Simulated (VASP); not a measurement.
Ba2ZnC2, 5 atoms in the cell. Symmetry: I4/mmm, No. 139, tetragonal system. The conventional cell has a = 4.100 Å, b = 4.100 Å, c = 12.892 Å, α = 90.00°, β = 90.00°, γ = 90.00°. Ba (site symmetry 4mm) has 5 C at 2.62 to 2.91 Å and 4 Zn at 3.53 Å within 3.6 Å. Within 2.4 Å of Zn (site symmetry 4/mmm) lie 2 C at 1.82 Å. Within 2.4 Å of C (site symmetry 4mm) lie 1 Zn at 1.82 Å. 

| Quantity | Value |
| --- | --- |
| Program | VASP 6.6.1 |
| Task | single point |
| Functional | r2SCAN |
| Potentials or basis | VASP PAW PBE potentials, release 64 (Ba_sv, Zn, C) |
| Cutoff | 520 eV |
| k mesh | 5 × 5 × 5 |
| Occupations | methfessel-paxton, width 0.15 eV |
| Spin | no spin polarisation |
| Dipole correction | no |
| Further INCAR settings | ALGO = Normal; EDIFF = 1e-06; NBANDS = 28 |

Potentials or basis: VASP PAW PBE potentials, release 64 (Ba_sv, Zn, C).

Launch:

```bash
$ cat potpaw_PBE.64/Ba_sv/POTCAR potpaw_PBE.64/Zn/POTCAR potpaw_PBE.64/C/POTCAR > POTCAR
$ cp INCAR.step1 INCAR
$ mpirun -np 1 vasp_std > vasp.out
$ cp INCAR.step2 INCAR
$ mpirun -np 1 vasp_std > vasp.out
```

Hardware: 1 thread of Intel(R) Xeon(R) 6975P-C (Granite Rapids), on a shared host.

How long does it take, and how much memory?

Wall time 93 s on 1 thread of Intel(R) Xeon(R) 6975P-C (Granite Rapids), with other jobs on the host, peak memory 0.25 GiB. Counts: k points 18.
